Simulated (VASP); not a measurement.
# H10CO6 in VASP: a series of runs

Runs on H10CO6. Level: r2SCAN. Tasks: single point.

Everything below comes from runs of VASP 6.6.1. Logs are shortened: lines on timing, memory, paths and dates and some standing lists are left out, and cuts for length are marked.

### Step 1. The cell of the first run

The cell holds an amorphous packing of atoms, 17 atoms: a = 5.270 Å, b = 5.270 Å, c = 5.270 Å, α = 90.00°, β = 90.00°, γ = 90.00°.

### Step 2. Single point, r2SCAN

POSCAR

```
H10CO6
1.0
    5.2704420000      0.0000000000      0.0000000000
    0.0000000000      5.2704420000      0.0000000000
    0.0000000000      0.0000000000      5.2704420000
O H C
6 10 1
Direct
    0.1536303786      0.5040563960      0.1367437494
    0.3885442625      0.9840351151      0.9130543510
    0.9470173469      0.0959881543      0.7020094330
    0.7152531040      0.2444387017      0.2632416788
    0.5461781004      0.7329935516      0.3795317357
    0.4371360125      0.4714974569      0.6896385540
    0.2171544626      0.5386265516     -0.0342096545
    0.2505482462      0.3650357978      0.1929249957
    0.2550450228      1.0408424948      0.7900286162
    0.3653583513      0.8078639325      0.9017080541
    0.9109292921      0.1547877768      0.5272992284
    0.7739958053      0.0400725404      0.7452505881
    0.6601533610      0.1068790815      0.1591517372
    0.7795361376      0.3723596617      0.1588861048
    0.3722458192      0.6851228037      0.3164250740
    0.8042778955      0.5945042181      0.6318635135
    0.5981282025      0.5905766537      0.5730828648
```

INCAR.step1

```
SYSTEM = H10CO6
PREC = Accurate
ENCUT = 910
ISMEAR = -1
SIGMA = 0.05
LREAL = Auto
LASPH = .TRUE.
NELM = 120
NBANDS = 39
GGA = PE
ALGO = Normal
EDIFF = 1E-5
LWAVE = .TRUE.
LCHARG = .FALSE.
GGA_COMPAT = .FALSE.
```

INCAR.step2

```
SYSTEM = H10CO6
PREC = Accurate
ENCUT = 910
EDIFF = 1E-6
ISMEAR = -1
SIGMA = 0.05
LREAL = Auto
LASPH = .TRUE.
NELM = 120
ALGO = Normal
ISIF = 2
LWAVE = .FALSE.
LCHARG = .TRUE.
METAGGA = R2SCAN
LMIXTAU = .TRUE.
LELF = .TRUE.
LVHAR = .TRUE.
NBANDS = 39
ISTART = 1
GGA_COMPAT = .FALSE.
```

KPOINTS

```
Automatic mesh
0
G
  1 1 1
  0 0 0
```

Potentials or basis: VASP PAW PBE potentials, release 64 (O_h, H_h, C_h).

Run with:

```
$ cat potpaw_PBE.64/O_h/POTCAR potpaw_PBE.64/H_h/POTCAR potpaw_PBE.64/C_h/POTCAR > POTCAR
$ cp INCAR.step1 INCAR
$ mpirun -np 1 vasp_gam > vasp.out
$ cp INCAR.step2 INCAR
$ mpirun -np 1 vasp_gam > vasp.out
```

OUTCAR:

```text
SYSTEM = H10CO6
   PREC = Accurate
   ENCUT = 910
   EDIFF = 1E-6
   ISMEAR = -1
   LREAL = Auto
   LASPH = .TRUE.
   NELM = 120
   ISIF = 2
   METAGGA = R2SCAN
   ISTART = 1

 ion  position               nearest neighbor table
   1  0.154  0.504  0.137-   8 0.94   7 0.98
   2  0.389  0.984  0.913-  10 0.94   9 1.00
   3  0.947  0.096  0.702-  12 0.99  11 0.99
   4  0.715  0.244  0.263-  14 0.93  13 0.95
   5  0.546  0.733  0.380-  15 1.01  17 1.30
   6  0.437  0.471  0.690-  17 1.22
   7  0.217  0.539  0.966-   1 0.98
   8  0.251  0.365  0.193-   1 0.94
   9  0.255  0.041  0.790-   2 1.00
  10  0.365  0.808  0.902-   2 0.94
  11  0.911  0.155  0.527-   3 0.99
  12  0.774  0.040  0.745-   3 0.99
  13  0.660  0.107  0.159-   4 0.95
  14  0.780  0.372  0.159-   4 0.93
  15  0.372  0.685  0.316-   5 1.01
  16  0.804  0.595  0.632-  17 1.13
  17  0.598  0.591  0.573-  16 1.13   6 1.22   5 1.30

  LATTYP: Found a simple cubic cell.
 ALAT       =     5.2704420000

  Lattice vectors:

 A1 = (   5.2704420000,   0.0000000000,   0.0000000000)
 A2 = (   0.0000000000,   5.2704420000,   0.0000000000)
 A3 = (   0.0000000000,   0.0000000000,   5.2704420000)

Analysis of symmetry for initial positions (statically):
=====================================================================
 Subroutine PRICEL returns:
 Original cell was already a primitive cell.

 Routine SETGRP: Setting up the symmetry group for a
 simple cubic supercell.

 Subroutine GETGRP returns: Found  1 space group operations
 (whereof  1 operations were pure point group operations)
 out of a pool of 48 trial point group operations.

The static configuration has the point symmetry C_1 .

Analysis of symmetry for dynamics (positions and initial velocities):
=====================================================================
 Subroutine PRICEL returns:
 Original cell was already a primitive cell.

 Routine SETGRP: Setting up the symmetry group for a
 simple cubic supercell.

 Subroutine GETGRP returns: Found  1 space group operations
 (whereof  1 operations were pure point group operations)
 out of a pool of 48 trial point group operations.

The dynamic configuration has the point symmetry C_1 .

 Subroutine INISYM returns: Found  1 space group operations
[... 104 lines left out ...]
   LREAL  =      T    real-space projection
   EDIFFG = 0.1E-04   stopping-criterion for IOM
   NSW    =      0    number of steps for IOM
   IBRION =     -1    ionic relax: 0-MD 1-quasi-New 2-CG
   NFREE  =      0    steps in history (QN), initial steepest desc. (CG)
   ISIF   =      2    stress and relaxation
   ISYM   =      2    0-nonsym 1-usesym 2-fastsym
   POTIM  = 0.5000    time-step for ionic-motion
   TEBEG  =    0.0;   TEEND  =   0.0 temperature during run
   PSTRESS=    0.0 pullay stress
   NELECT =      50.0000    total number of electrons
   NUPDOWN=      -1.0000    fix difference up-down
   EMIN   =  10.00;   EMAX   =-10.00  energy-range for DOS
   EFERMI =   0.00;   METHOD = LEGACY
   ISMEAR =    -1;   SIGMA  =   0.05  broadening in eV -4-tet -1-fermi 0-gaus
   EFERMI_NEDOS =   21; number of points for ismear=-14 and -15
   IALGO  =     38    algorithm
   IMIX   =      4    mixing-type and parameters
     AMIX     =   0.40;   BMIX     =  1.00
     AMIX_MAG =   1.60;   BMIX_MAG =  1.00
  volume/ion in A,a.u.               =       8.61        58.12
  Fermi-wavevector in a.u.,A,eV,Ry     =   1.144330  2.162469 17.816696  1.309490
  Thomas-Fermi vector in A             =   2.281022
   LORBIT       =      0    0 simple, 1 ext, 2 COOP (PROOUT), +10 PAW based schemes
   METAGGA = R2SCAN    functional components
   LHFCALC =     F    Hartree Fock is set to
   AEXX    =    0.0000 exact exchange contribution
   IVDW    =     0    specifies the selected vdW correction
   LEPSILON=     F    determine dielectric tensor
   LRPA    =     F    only Hartree local field effects (RPA)
 non-spin polarized calculation
  energy-cutoff  :      910.00
  volume of cell :      146.40
 maximum number of plane-waves:      4547
 NGX is ok and might be reduce to    50
   NGX = 25   NGY = 25   NGZ = 25

 number of electron      50.0000001 magnetization

 Free energy of the ion-electron system (eV)
  ---------------------------------------------------
  ext. energy  EPLUGINS =         0.00000000
  ---------------------------------------------------
  free energy    TOTEN  =       -96.25906034 eV

  energy without entropy =      -96.25906034  energy(sigma->0) =      -96.25906034

 E-fermi :  -1.4949     XC(G=0):  -8.2867

 val. band max:       -2.8122916642   @ k =   0.0000   0.0000   0.0000
 cond. band min:       3.2329083153   @ k =   0.0000   0.0000   0.0000
 fundamental gap:      6.0451999795
 Fermi energy:        -1.4949127817

 k-point     1 :       0.0000    0.0000    0.0000
  band No.  band energies     occupation
      1     -25.3364      2.00000
      2     -22.8554      2.00000
      3     -22.6706      2.00000
      4     -22.3732      2.00000
      5     -22.0514      2.00000
      6     -21.5779      2.00000
[... 29 lines left out ...]
     36      10.5340      0.00000
     37      11.0863      0.00000
 [bands above 37 left out]

------------------------ aborting loop because EDIFF is reached ----------------------------------------

  FORCE on cell =-STRESS in cart. coord.  units (eV):
  Direction    XX          YY          ZZ          XY          YZ          ZX
  --------------------------------------------------------------------------------------
  -------------------------------------------------------------------------------------
  Total       -3.2259008      4.7393050      1.3440897      0.2925034     -1.1712953     -1.4875736
  in kB      -35.3037209     51.8661636     14.7094936      3.2011080    -12.8184603    -16.2797576
  external PRESSURE =      10.4239788 kB  Pullay stress =       0.0000000 kB

 VOLUME and BASIS-vectors are now :
 -----------------------------------------------------------------------------
  energy-cutoff  :      910.00
  volume of cell :      146.40
      direct lattice vectors                 reciprocal lattice vectors
     5.270442000  0.000000000  0.000000000     0.189737407  0.000000000  0.000000000
     0.000000000  5.270442000  0.000000000     0.000000000  0.189737407  0.000000000
     0.000000000  0.000000000  5.270442000     0.000000000  0.000000000  0.189737407

 POSITION                                       TOTAL-FORCE (eV/Angst)
 -----------------------------------------------------------------------------------
      0.80970      2.65660      0.72070        -0.426973      1.910414     -0.411207
      2.04780      5.18630      4.81220        -0.296839      1.062919     -0.567634
      4.99120      0.50590      3.69990        -1.257621      0.091460     -0.989730
      3.76970      1.28830      1.38740        -0.484744     -0.890349      1.270000
      2.87860      3.86320      2.00030         0.042912      0.278599     -0.678309
      2.30390      2.48500      3.63470         0.367678      0.155941      0.045074
[... 9 lines left out ...]
      4.23890      3.13330      3.33020        -0.421190     -0.023166     -0.252166
      3.15240      3.11260      3.02040        -0.096904     -0.374286      0.946001
 -----------------------------------------------------------------------------------
    total drift:                               -0.001608     -0.003091      0.002307

  FREE ENERGIE OF THE ION-ELECTRON SYSTEM (eV)
  ---------------------------------------------------
  free  energy   TOTEN  =       -96.2590603385 eV

  energy  without entropy=      -96.2590603385  energy(sigma->0) =      -96.25906034
```

OSZICAR.step1:

```text
N       E                     dE             d eps       ncg     rms          rms(c)
DAV:   1     0.615080786926E+03    0.61508E+03   -0.37632E+04    78   0.186E+03
DAV:   2    -0.889086127574E+00   -0.61597E+03   -0.56864E+03   108   0.369E+02
DAV:   3    -0.933985320319E+02   -0.92509E+02   -0.91322E+02    92   0.151E+02
DAV:   4    -0.960268823343E+02   -0.26284E+01   -0.26167E+01   108   0.274E+01
DAV:   5    -0.960945664641E+02   -0.67684E-01   -0.67442E-01   100   0.410E+00    0.183E+01
DAV:   6    -0.885419566813E+02    0.75526E+01   -0.20763E+01   100   0.242E+01    0.692E+00
DAV:   7    -0.883610499416E+02    0.18091E+00   -0.10839E+00    92   0.589E+00    0.423E+00
DAV:   8    -0.882904885439E+02    0.70561E-01   -0.24225E-01   100   0.343E+00    0.558E-01
DAV:   9    -0.882930824317E+02   -0.25939E-02   -0.23164E-02   100   0.104E+00    0.257E-01
DAV:  10    -0.882952217054E+02   -0.21393E-02   -0.75823E-03   108   0.593E-01    0.123E-01
DAV:  11    -0.882954338664E+02   -0.21216E-03   -0.95727E-04    92   0.229E-01    0.654E-02
DAV:  12    -0.882956707255E+02   -0.23686E-03   -0.52624E-04   100   0.156E-01    0.340E-02
DAV:  13    -0.882956757740E+02   -0.50485E-05   -0.58483E-05   100   0.645E-02
   1 F= -.88295676E+02 E0= -.88295676E+02  d E =-.373549E-10
```

Run time: 2.4 min. Hardware: 1 thread of Intel Xeon 6975P-C (Granite Rapids), shared host; peak memory 0.41 GiB.

What came out:

* Free energy: -96.2591 eV
* Pressure: 1.0 GPa
* Largest force: 2.000 eV/Å
* Band gap on the k mesh: 6.05 eV

Forces in eV/Å, atoms in the order of the input:
```
O   -0.427  1.910 -0.411
O   -0.297  1.063 -0.568
O   -1.258  0.091 -0.990
O   -0.485 -0.890  1.270
O    0.043  0.279 -0.678
O    0.368  0.156  0.045
H   -0.334 -0.815  0.280
H    0.699 -1.490  0.173
H    0.538  0.107  0.954
H    0.186 -1.009  0.131
H    0.209 -0.157  0.389
H    0.717  0.231  0.205
H   -0.324 -0.250 -0.402
H    0.851  0.958 -1.163
H    0.032  0.214  0.070
H   -0.421 -0.023 -0.252
C   -0.097 -0.374  0.946
```

Stress tensor (GPa, compression positive):
```
-3.53  0.32 -1.63
 0.32  5.19 -1.28
-1.63 -1.28  1.47
```

Levels at points of the mesh, in eV from the valence-band top:
```
           k point  band 23  band 24  band 25  band 26  band 27  band 28
(0.00, 0.00, 0.00)    -0.24    -0.19     0.00     6.05     6.37     9.54
```

Caveat: the k points lie up to 1.19 Å⁻¹ apart; the cutoff is under 1.25 times the usual one of these potentials, so pressure, stress and relaxed cells hold a basis-set (Pulay) error; the PAW data sets were made with another functional, which shifts forces and pressure a little.

[end of part 1 of 2]
